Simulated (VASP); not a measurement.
# Li (R-3m) in VASP: single point with PBE

Aim: the single point of Li with PBE.

All numbers are computed with VASP 6.6.1; they aren't measurements. Logs are shortened: lines on timing, memory, paths and dates and some standing lists are left out, and cuts for length are marked.

## Step 1: The cell of the first run

Symmetry: R-3m, No. 166, trigonal system. The conventional cell has a = 3.101 Å, b = 3.101 Å, c = 22.765 Å, α = 90.00°, β = 90.00°, γ = 120.00°. Within 4.1 Å of Li (site symmetry -3m) lie 12 Li at 3.10 Å. Within 4.1 Å of Li (site symmetry 3m) lie 12 Li at 3.09 to 3.10 Å.

## Step 2: Single point, PBE

INCAR reads:

```
ALGO = Normal
EDIFF = 1E-6
ENCUT = 520
GGA = PE
ISIF = 2
ISMEAR = 0
LASPH = True
LCHARG = False
LREAL = False
LWAVE = False
NBANDS = 12
NELM = 100
PREC = Accurate
SIGMA = 0.05
```

KPOINTS reads:

```
k-points
0
Gamma
  12 12 12
```

POSCAR reads:

```
Li
1.0
   -1.5505000000      2.6855447772      0.0000000000
   -3.1010000000      0.0000000000      0.0000000000
   -1.5505000000      0.8951815924      7.5883000000
Li
3
Direct
    0.0000000000      0.0000000000      0.0000000000
    0.7780000000      0.7780000000      0.6660000000
    0.2220000000      0.2220000000      0.3340000000
```

Potentials or basis: VASP PAW PBE potentials, release 64 (Li_sv).

Launch:

```sh
$ cat potpaw_PBE.64/Li_sv/POTCAR > POTCAR
$ mpirun -np 1 vasp_std > vasp.out
```

OUTCAR:

```text
EDIFF = 1E-6
   ENCUT = 520
   GGA = PE
   ISIF = 2
   ISMEAR = 0
   LASPH = True
   LREAL = False
   NELM = 100
   PREC = Accurate

 ion  position               nearest neighbor table
   1  0.000  0.000  0.000-
   2  0.778  0.778  0.666-
   3  0.222  0.222  0.334-

  LATTYP: Found a trigonal (rhomboedric) cell.
 ALAT       =     7.7966465370
 COS(alpha) =     0.9209033946

  Lattice vectors:

 A1 = (   0.0000000000,  -1.7903631848,   7.5883000000)
 A2 = (   1.5505000000,   0.8951815924,   7.5883000000)
 A3 = (  -1.5505000000,   0.8951815924,   7.5883000000)

Analysis of symmetry for initial positions (statically):
=====================================================================
 Subroutine PRICEL returns:
 Original cell was already a primitive cell.

 Routine SETGRP: Setting up the symmetry group for a
 trigonal (rhombohedral) supercell.

 Subroutine GETGRP returns: Found 12 space group operations
 (whereof 12 operations were pure point group operations)
 out of a pool of 12 trial point group operations.

The static configuration has the point symmetry D_3d.

Analysis of symmetry for dynamics (positions and initial velocities):
=====================================================================
 Subroutine PRICEL returns:
 Original cell was already a primitive cell.

 Routine SETGRP: Setting up the symmetry group for a
 trigonal (rhombohedral) supercell.

 Subroutine GETGRP returns: Found 12 space group operations
 (whereof 12 operations were pure point group operations)
 out of a pool of 12 trial point group operations.

The dynamic configuration has the point symmetry D_3d.

 Subroutine INISYM returns: Found 12 space group operations
 (whereof 12 operations are pure point group operations),
 and found     1 'primitive' translations

----------------------------------------------------------------------------------------

                                     Primitive cell

  volume of cell :      63.1944

  direct lattice vectors                    reciprocal lattice vectors
    -1.550500000  2.685544777  0.000000000     0.000000000  0.372363927 -0.043927274
    -3.101000000  0.000000000  0.000000000    -0.322476620 -0.186181964 -0.043927274
    -1.550500000  0.895181592  7.588300000     0.000000000  0.000000000  0.131781822

  length of vectors
     3.101000000  3.101000000  7.796646537     0.374945996  0.374945996  0.131781822

[... 92 lines left out ...]
   PSTRESS=    0.0 pullay stress
   NELECT =       9.0000    total number of electrons
   NUPDOWN=      -1.0000    fix difference up-down
   EMIN   =  10.00;   EMAX   =-10.00  energy-range for DOS
   EFERMI =   0.00;   METHOD = LEGACY
   ISMEAR =     0;   SIGMA  =   0.05  broadening in eV -4-tet -1-fermi 0-gaus
   EFERMI_NEDOS =   21; number of points for ismear=-14 and -15
   IALGO  =     38    algorithm
   IMIX   =      4    mixing-type and parameters
     AMIX     =   0.40;   BMIX     =  1.00
     AMIX_MAG =   1.60;   BMIX_MAG =  1.00
  volume/ion in A,a.u.               =      21.06       142.15
  Fermi-wavevector in a.u.,A,eV,Ry     =   0.854928  1.615579  9.944520  0.730902
  Thomas-Fermi vector in A             =   1.971599
   LORBIT       =      0    0 simple, 1 ext, 2 COOP (PROOUT), +10 PAW based schemes
   GGA     = PE    functional components
   LHFCALC =     F    Hartree Fock is set to
   AEXX    =    0.0000 exact exchange contribution
   IVDW    =     0    specifies the selected vdW correction
   LEPSILON=     F    determine dielectric tensor
   LRPA    =     F    only Hartree local field effects (RPA)
 non-spin polarized calculation
 Gauss-broadening in eV      SIGMA  =   0.05
  energy-cutoff  :      520.00
  volume of cell :       63.19
 maximum number of plane-waves:      1721
   NGX = 11   NGY = 11   NGZ = 29

 number of electron       9.0000012 magnetization

 Free energy of the ion-electron system (eV)
  ---------------------------------------------------
  ext. energy  EPLUGINS =         0.00000000
  ---------------------------------------------------
  free energy    TOTEN  =        -5.71965112 eV

  energy without entropy =       -5.71818832  energy(sigma->0) =       -5.71891972

 E-fermi :   0.5061     XC(G=0):  -6.9513

 val. band max:        0.5043833063   @ k =   0.5000   0.0000   0.1667
 cond. band min:       0.5132875024   @ k =  -0.0833  -0.0833   0.3333
 fundamental gap:      0.0089041961
 Fermi energy:         0.5060873555

 k-point     1 :       0.0000    0.0000    0.0000
  band No.  band energies     occupation
      1     -46.0772      2.00000
      2     -46.0650      2.00000
      3     -46.0601      2.00000
      4      -2.9907      2.00000
      5      -1.0559      2.00000
      6      -1.0553      2.00000
      7       6.0439      0.00000
      8       6.0700      0.00000
      9      12.9803      0.00000
     10      12.9804      0.00000
     11      13.1157      0.00000
     12      13.1158      0.00000
[... 331 lines left out ...]
 k-point    24 :      -0.4167    0.1667    0.0000
  band No.  band energies     occupation
      1     -46.0635      2.00000
      2     -46.0541      2.00000
      3     -46.0524      2.00000
      4       0.8856      0.00000
      5       1.6570      0.00000
      6       1.9513      0.00000
      7       4.0757      0.00000
      8       4.3111      0.00000
      9       4.9151      0.00000
     10       6.7494      0.00000
     11       7.2815      0.00000
     12       8.9146      0.00000

 [... further k-points ...]

------------------------ aborting loop because EDIFF is reached ----------------------------------------

  FORCE on cell =-STRESS in cart. coord.  units (eV):
  Direction    XX          YY          ZZ          XY          YZ          ZX
  --------------------------------------------------------------------------------------
  -------------------------------------------------------------------------------------
  Total       -0.1831711     -0.1831711     -0.3441391      0.0000000      0.0000000      0.0000000
  in kB       -4.6439631     -4.6439631     -8.7250110      0.0000000      0.0000000      0.0000000
  external PRESSURE =      -6.0043124 kB  Pullay stress =       0.0000000 kB

 VOLUME and BASIS-vectors are now :
 -----------------------------------------------------------------------------
  energy-cutoff  :      520.00
  volume of cell :       63.19
      direct lattice vectors                 reciprocal lattice vectors
    -1.550500000  2.685544777  0.000000000     0.000000000  0.372363927 -0.043927274
    -3.101000000  0.000000000  0.000000000    -0.322476620 -0.186181964 -0.043927274
    -1.550500000  0.895181592  7.588300000     0.000000000  0.000000000  0.131781822

 POSITION                                       TOTAL-FORCE (eV/Angst)
 -----------------------------------------------------------------------------------
      0.00000      0.00000      0.00000         0.000000      0.000000      0.000000
     -4.65150      2.68554      5.05381         0.000000     -0.000000      0.008858
     -1.55050      0.89518      2.53449        -0.000000      0.000000     -0.008858
 -----------------------------------------------------------------------------------
    total drift:                               -0.000000      0.000000      0.000000

  FREE ENERGIE OF THE ION-ELECTRON SYSTEM (eV)
  ---------------------------------------------------
  free  energy   TOTEN  =        -5.7196511161 eV

  energy  without entropy=       -5.7181883230  energy(sigma->0) =       -5.71891972
```

It took 2.2 min on 1 thread of Intel Xeon 8259CL, shared host; peak memory 0.24 GiB.

What came out:

| Quantity | Value |
| --- | --- |
| Free energy | -5.7197 eV |
| Largest force | 0.009 eV/Å |
| Band gap on the k mesh | zero (an odd number of electrons rules out a gap without spin polarisation) |

Forces on the atoms (eV/Å):
```
Li   0.000  0.000  0.000
Li   0.000  0.000  0.009
Li   0.000  0.000 -0.009
```

Levels at points of the mesh, in eV from the Fermi level:
| k point | band 2 | band 3 | band 4 | band 5 | band 6 | band 7 | band 8 | band 9 |
| --- | --- | --- | --- | --- | --- | --- | --- | --- |
| (0.00, 0.00, 0.00) | -46.57 | -46.57 | -3.50 | -1.56 | -1.56 | 5.54 | 5.56 | 12.47 |
| (0.50, 0.00, 0.00) | -46.56 | -46.56 | -0.04 | 0.81 | 1.04 | 3.63 | 3.76 | 4.37 |
| (0.50, 0.50, 0.00) | -46.56 | -46.56 | 0.25 | 0.34 | 1.14 | 3.12 | 4.32 | 5.40 |
| (0.00, 0.00, 0.50) | -46.57 | -46.56 | -3.01 | -3.00 | 0.02 | 2.82 | 10.25 | 10.29 |

Caveat: the cutoff is under 1.25 times the usual one of these potentials, so pressure, stress and relaxed cells hold a basis-set (Pulay) error.
